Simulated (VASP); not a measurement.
# Ba2C3 (Pm-3m) in VASP: relaxation of cell and atoms with PBE

Aim: the relaxation of cell and atoms of Ba2C3 with PBE.

Everything below comes from runs of VASP 6.6.1. Logs are shortened: lines on timing, memory, paths and dates and some standing lists are left out, and cuts for length are marked.

**1. The cell of the first run**

The structure is cubic, space group Pm-3m (No. 221). Conventional cell: a = 4.786 Å, b = 4.786 Å, c = 4.786 Å, α = 90.00°, β = 90.00°, γ = 90.00°. Ba (site symmetry m-3m) has 12 C at 3.38 Å and 8 Ba at 4.14 Å within 4.4 Å. Within 3.2 Å of Ba (site symmetry m-3m) lie 6 C at 2.39 Å. C (site symmetry 4/mmm) has 2 Ba at 2.39 Å within 3.2 Å.

The cell was built from a structure type or drawn by symmetry, and may not be a known phase.

**2. Relaxation of cell and atoms, PBE**

Contents of INCAR:

```
SYSTEM = Ba2C3
ALGO = Normal
EDIFF = 1E-7
EDIFFG = -0.01
ENCUT = 600
GGA = PE
IBRION = 2
ISIF = 3
ISMEAR = 0
LASPH = .True.
LCHARG = .False.
LREAL = .False.
LWAVE = .False.
NELM = 100
NSW = 100
PREC = Accurate
SIGMA = 0.1
```

Contents of KPOINTS:

```
k-points
0
Gamma
  8 8 8
  0 0 0
```

Contents of POSCAR:

```
Ba2C3
1.0
    4.7857087020      0.0000000000      0.0000000000
    0.0000000000      4.7857087020      0.0000000000
    0.0000000000      0.0000000000      4.7857087020
Ba C
2 3
Direct
    0.5000000000      0.5000000000      0.5000000000
    0.0000000000      0.0000000000      0.0000000000
    0.5000000000      0.0000000000      0.0000000000
    0.0000000000      0.5000000000      0.0000000000
    0.0000000000      0.0000000000      0.5000000000
```

Potentials or basis: VASP PAW PBE potentials, release 64 (Ba_sv, C).

Launch:

```
$ cat potpaw_PBE.64/Ba_sv/POTCAR potpaw_PBE.64/C/POTCAR > POTCAR
$ mpirun -np 1 vasp_std > vasp.out
```

OUTCAR:

```text
SYSTEM = Ba2C3
   EDIFF = 1E-7
   EDIFFG = -0.01
   ENCUT = 600
   GGA = PE
   IBRION = 2
   ISIF = 3
   ISMEAR = 0
   LASPH = .True.
   LREAL = .False.
   NELM = 100
   NSW = 100
   PREC = Accurate

 ion  position               nearest neighbor table
   1  0.500  0.500  0.500-   3 3.38   4 3.38   5 3.38   3 3.38   4 3.38   3 3.38   5 3.38   3 3.38
                             4 3.38   5 3.38   4 3.38   5 3.38   2 4.14   2 4.14   2 4.14   2 4.14
   2  0.000  0.000  0.000-   3 2.39   4 2.39   5 2.39   5 2.39   4 2.39   3 2.39   1 4.14   1 4.14
                             1 4.14   1 4.14   1 4.14   1 4.14   1 4.14   1 4.14
   3  0.500  0.000  0.000-   2 2.39   2 2.39   1 3.38   1 3.38   1 3.38   1 3.38
   4  0.000  0.500  0.000-   2 2.39   2 2.39   1 3.38   1 3.38   1 3.38   1 3.38
   5  0.000  0.000  0.500-   2 2.39   2 2.39   1 3.38   1 3.38   1 3.38   1 3.38

  LATTYP: Found a simple cubic cell.
 ALAT       =     4.7857087020

  Lattice vectors:

 A1 = (   4.7857087020,   0.0000000000,   0.0000000000)
 A2 = (   0.0000000000,   4.7857087020,   0.0000000000)
 A3 = (   0.0000000000,   0.0000000000,   4.7857087020)

Analysis of symmetry for initial positions (statically):
=====================================================================
 Subroutine PRICEL returns:
 Original cell was already a primitive cell.

 Routine SETGRP: Setting up the symmetry group for a
 simple cubic supercell.

 Subroutine GETGRP returns: Found 48 space group operations
 (whereof 48 operations were pure point group operations)
 out of a pool of 48 trial point group operations.

The static configuration has the point symmetry O_h .

Analysis of symmetry for dynamics (positions and initial velocities):
=====================================================================
 Subroutine PRICEL returns:
 Original cell was already a primitive cell.

 Routine SETGRP: Setting up the symmetry group for a
 simple cubic supercell.

 Subroutine GETGRP returns: Found 48 space group operations
 (whereof 48 operations were pure point group operations)
 out of a pool of 48 trial point group operations.

The dynamic configuration has the point symmetry O_h .

 Subroutine INISYM returns: Found 48 space group operations
 (whereof 48 operations are pure point group operations),
 and found     1 'primitive' translations

----------------------------------------------------------------------------------------

                                     Primitive cell

  volume of cell :     109.6071

  direct lattice vectors                    reciprocal lattice vectors
     4.785708702  0.000000000  0.000000000     0.208955468  0.000000000  0.000000000
     0.000000000  4.785708702  0.000000000     0.000000000  0.208955468  0.000000000
     0.000000000  0.000000000  4.785708702     0.000000000  0.000000000  0.208955468

  length of vectors
     4.785708702  4.785708702  4.785708702     0.208955468  0.208955468  0.208955468

  position of ions in fractional coordinates (direct lattice)
     0.500000000  0.500000000  0.500000000
     0.000000000  0.000000000  0.000000000
     0.500000000  0.000000000  0.000000000
     0.000000000  0.500000000  0.000000000
     0.000000000  0.000000000  0.500000000

  ion indices of the primitive-cell ions
   primitive index   ion index
                 1           1
                 2           2
                 3           3
                 4           4
                 5           5

----------------------------------------------------------------------------------------

 KPOINTS: k-points

Automatic generation of k-mesh.
 Grid dimensions read from file:
 generate k-points for:    8    8    8

 Generating k-lattice:

  Cartesian coordinates                     Fractional coordinates (reciprocal lattice)
     0.026119433  0.000000000  0.000000000     0.125000000  0.000000000  0.000000000
     0.000000000  0.026119433  0.000000000     0.000000000  0.125000000  0.000000000
     0.000000000  0.000000000  0.026119433     0.000000000  0.000000000  0.125000000

  Length of vectors
     0.026119433  0.026119433  0.026119433

  Shift w.r.t. Gamma in fractional coordinates (k-lattice)
     0.000000000  0.000000000  0.000000000

 Subroutine IBZKPT returns following result:
 ===========================================

 Found     35 irreducible k-points:

 Following reciprocal coordinates:
            Coordinates               Weight
  0.000000  0.000000  0.000000      1.000000
  0.125000  0.000000  0.000000      6.000000
  0.250000  0.000000  0.000000      6.000000
  0.375000  0.000000  0.000000      6.000000
  0.500000  0.000000  0.000000      3.000000
  0.125000  0.125000  0.000000     12.000000
[... 16 lines left out ...]
  0.375000  0.375000  0.125000     24.000000
  0.500000  0.375000  0.125000     24.000000
 [... further k-points ...]
   k-points           NKPTS =     35   k-points in BZ     NKDIM =     35   number of bands    NBANDS=     20
   number of dos      NEDOS =    301   number of ions     NIONS =      5
   total plane-waves  NPLWV =  64000
   dimension x,y,z NGX =    40 NGY =   40 NGZ =   40
   dimension x,y,z NGXF=    80 NGYF=   80 NGZF=   80
   ions per type =               2   3
   NGX,Y,Z   is equivalent  to a cutoff of  13.90, 13.90, 13.90 a.u.
   NGXF,Y,Z  is equivalent  to a cutoff of  27.79, 27.79, 27.79 a.u.
 SYSTEM =  Ba2C3
   PREC   = accura    normal or accurate (medium, high low for compatibility)
   ISTART =      0    job   : 0-new  1-cont  2-samecut
   ICHARG =      2    charge: 1-file 2-atom 10-const
   ISPIN  =      1    spin polarized calculation?
   LNONCOLLINEAR =      F non collinear calculations
   LSORBIT =      F    spin-orbit coupling
   LASPH  =      T    aspherical Exc in radial PAW
   ENCUT  =  600.0 eV  44.10 Ry    6.64 a.u.   9.56  9.56  9.56*2*pi/ulx,y,z
   NELM   =    100;   NELMIN=  2; NELMDL= -5     # of ELM steps
   EDIFF  = 0.1E-06   stopping-criterion for ELM
   LREAL  =      F    real-space projection
   EDIFFG = -.1E-01   stopping-criterion for IOM
   NSW    =    100    number of steps for IOM
   IBRION =      2    ionic relax: 0-MD 1-quasi-New 2-CG
   NFREE  =      1    steps in history (QN), initial steepest desc. (CG)
   ISIF   =      3    stress and relaxation
   ISYM   =      2    0-nonsym 1-usesym 2-fastsym
   POTIM  = 0.5000    time-step for ionic-motion
   TEBEG  =    0.0;   TEEND  =   0.0 temperature during run
   PSTRESS=    0.0 pullay stress
   NELECT =      32.0000    total number of electrons
   NUPDOWN=      -1.0000    fix difference up-down
   EMIN   =  10.00;   EMAX   =-10.00  energy-range for DOS
   EFERMI =   0.00;   METHOD = LEGACY
   ISMEAR =     0;   SIGMA  =   0.10  broadening in eV -4-tet -1-fermi 0-gaus
   EFERMI_NEDOS =   21; number of points for ismear=-14 and -15
   IALGO  =     38    algorithm
   IMIX   =      4    mixing-type and parameters
     AMIX     =   0.40;   BMIX     =  1.00
     AMIX_MAG =   1.60;   BMIX_MAG =  1.00
  volume/ion in A,a.u.               =      21.92       147.93
  Fermi-wavevector in a.u.,A,eV,Ry     =   1.086039  2.052315 16.047795  1.179480
  Thomas-Fermi vector in A             =   2.222166
   LORBIT       =      0    0 simple, 1 ext, 2 COOP (PROOUT), +10 PAW based schemes
   GGA     = PE    functional components
   LHFCALC =     F    Hartree Fock is set to
   AEXX    =    0.0000 exact exchange contribution
   IVDW    =     0    specifies the selected vdW correction
   LEPSILON=     F    determine dielectric tensor
   LRPA    =     F    only Hartree local field effects (RPA)
 conjugate gradient relaxation of ions
 non-spin polarized calculation
 Gauss-broadening in eV      SIGMA  =   0.10
  energy-cutoff  :      600.00
  volume of cell :      109.61
 maximum number of plane-waves:      3743
 NGX is ok and might be reduce to    40
   NGX = 19   NGY = 19   NGZ = 19

--------------------------------------- Ionic step        1  -------------------------------------------

 number of electron      31.9999998 magnetization

 Free energy of the ion-electron system (eV)
  ---------------------------------------------------
  ext. energy  EPLUGINS =         0.00000000
  ---------------------------------------------------
  free energy    TOTEN  =       -18.80541687 eV

  energy without entropy =      -18.76971590  energy(sigma->0) =      -18.78756639

------------------------ aborting loop because EDIFF is reached ----------------------------------------

  FORCE on cell =-STRESS in cart. coord.  units (eV):
  Direction    XX          YY          ZZ          XY          YZ          ZX
  --------------------------------------------------------------------------------------
  -------------------------------------------------------------------------------------
  Total        1.6486708      1.6486708      1.6486708     -0.0000000      0.0000000     -0.0000000
  in kB       24.0993733     24.0993733     24.0993733     -0.0000000      0.0000000     -0.0000000
  external PRESSURE =      24.0993733 kB  Pullay stress =       0.0000000 kB

 VOLUME and BASIS-vectors are now :
 -----------------------------------------------------------------------------
  energy-cutoff  :      600.00
  volume of cell :      109.61
      direct lattice vectors                 reciprocal lattice vectors
     4.785708702  0.000000000  0.000000000     0.208955468  0.000000000  0.000000000
     0.000000000  4.785708702  0.000000000     0.000000000  0.208955468  0.000000000
     0.000000000  0.000000000  4.785708702     0.000000000  0.000000000  0.208955468

 POSITION                                       TOTAL-FORCE (eV/Angst)
 -----------------------------------------------------------------------------------
      2.39285      2.39285      2.39285         0.000000      0.000000      0.000000
      0.00000      0.00000      0.00000         0.000000      0.000000      0.000000
      2.39285      0.00000      0.00000         0.000000      0.000000      0.000000
      0.00000      2.39285      0.00000         0.000000      0.000000      0.000000
      0.00000      0.00000      2.39285         0.000000      0.000000      0.000000
 -----------------------------------------------------------------------------------
    total drift:                                0.000000      0.000000     -0.000000

  FREE ENERGIE OF THE ION-ELECTRON SYSTEM (eV)
  ---------------------------------------------------
  free  energy   TOTEN  =       -18.8054168728 eV

  energy  without entropy=      -18.7697159020  energy(sigma->0) =      -18.78756639

--------------------------------------- Ionic step        2  -------------------------------------------

 number of electron      31.9999998 magnetization

 E-fermi :   1.7128     XC(G=0):  -9.1678

 val. band max:        1.7060120549   @ k =   0.2500   0.2500   0.1250
 cond. band min:       1.7172779998   @ k =   0.2500   0.1250   0.1250
 fundamental gap:      0.0112659449
 Fermi energy:         1.7127874128

 k-point     1 :       0.0000    0.0000    0.0000
  band No.  band energies     occupation
      1     -25.4583      2.00000
      2     -24.1684      2.00000
      3     -10.6927      2.00000
      4     -10.6927      2.00000
      5     -10.6927      2.00000
      6     -10.0128      2.00000
[... 12 lines left out ...]
     19       4.2237      0.00000
     20       4.2237      0.00000
[... 551 lines left out ...]
 POSITION                                       TOTAL-FORCE (eV/Angst)
 -----------------------------------------------------------------------------------
      2.43092      2.43092      2.43092        -0.000000      0.000000      0.000000
      0.00000      0.00000      0.00000         0.000000      0.000000      0.000000
      2.43092     -0.00000     -0.00000         0.000000      0.000000      0.000000
     -0.00000      2.43092     -0.00000         0.000000      0.000000      0.000000
      0.00000      0.00000      2.43092         0.000000      0.000000      0.000000
 -----------------------------------------------------------------------------------
    total drift:                                0.000000      0.000000     -0.000000

  FREE ENERGIE OF THE ION-ELECTRON SYSTEM (eV)
  ---------------------------------------------------
  free  energy   TOTEN  =       -18.8510587654 eV

  energy  without entropy=      -18.8152403509  energy(sigma->0) =      -18.83314956

--------------------------------------- Ionic step        3  -------------------------------------------

 number of electron      32.0000000 magnetization

 Free energy of the ion-electron system (eV)
  ---------------------------------------------------
  ext. energy  EPLUGINS =         0.00000000
  ---------------------------------------------------
  free energy    TOTEN  =       -18.85267193 eV

  energy without entropy =      -18.81715896  energy(sigma->0) =      -18.83491545

 E-fermi :   1.6573     XC(G=0):  -9.1195

 val. band max:        1.6511012876   @ k =   0.2500   0.2500   0.1250
 cond. band min:       1.6612437290   @ k =   0.2500   0.1250   0.1250
 fundamental gap:      0.0101424414
 Fermi energy:         1.6573219200

 k-point     1 :       0.0000    0.0000    0.0000
  band No.  band energies     occupation
      1     -25.5518      2.00000
      2     -24.2213      2.00000
      3     -10.7693      2.00000
      4     -10.7693      2.00000
      5     -10.7693      2.00000
      6     -10.0622      2.00000
[... 12 lines left out ...]
     19       4.1016      0.00000
     20       4.1016      0.00000
[... 551 lines left out ...]
 POSITION                                       TOTAL-FORCE (eV/Angst)
 -----------------------------------------------------------------------------------
      2.44033      2.44033      2.44033        -0.000000      0.000000      0.000000
      0.00000      0.00000      0.00000         0.000000      0.000000      0.000000
      2.44033     -0.00000     -0.00000         0.000000      0.000000      0.000000
     -0.00000      2.44033     -0.00000         0.000000      0.000000      0.000000
      0.00000      0.00000      2.44033         0.000000      0.000000      0.000000
 -----------------------------------------------------------------------------------
    total drift:                                0.000000      0.000000     -0.000000

  FREE ENERGIE OF THE ION-ELECTRON SYSTEM (eV)
  ---------------------------------------------------
  free  energy   TOTEN  =       -18.8526719304 eV

  energy  without entropy=      -18.8171589641  energy(sigma->0) =      -18.83491545

 reached required accuracy - stopping structural energy minimisation
```

Wall time 94 s (1 thread of Intel Xeon 6975P-C (Granite Rapids), shared host); peak memory 0.3 GiB.

Results:

- Free energy: -18.8527 eV
- Relaxed volume: 23.25 Å³/atom
- Relaxed cell: a = 4.881 Å, b = 4.881 Å, c = 4.881 Å, α = 90.00°, β = 90.00°, γ = 90.00°
- Space group after relaxing (to 0.1 Å): Pm-3m (No. 221)
- Energy gained by relaxing: 9.5 meV/atom
- Ionic steps: 3
- Pressure after relaxing: 0.0 GPa
- Band gap on the k mesh: zero (bands 16 and 17 overlap by 0.87 eV)

Step by step:
| step | energy change (eV) | largest force (eV/Å) | pressure (GPa) | volume (Å³) |
| --- | --- | --- | --- | --- |
| 1 | 0.0000 | 0.0000 | 2.41 | 109.61 |
| 2 | -0.0456 | 0.0000 | 0.42 | 114.92 |
| 3 | -0.0473 | 0.0000 | -0.03 | 116.26 |

Final structure:
```yaml
crystal:
  lattice:
    - [4.88066, 0.00000, 0.00000]
    - [0.00000, 4.88066, 0.00000]
    - [0.00000, 0.00000, 4.88066]
  atoms:
    - { symbol: Ba, position: [0.50000, 0.50000, 0.50000] }
    - { symbol: Ba, position: [0.00000, 0.00000, 0.00000] }
    - { symbol: C, position: [0.50000, 0.00000, 0.00000] }
    - { symbol: C, position: [0.00000, 0.50000, 0.00000] }
    - { symbol: C, position: [0.00000, 0.00000, 0.50000] }
```

Caveat: spin-orbit coupling is left out, which moves the levels of the heavy elements.
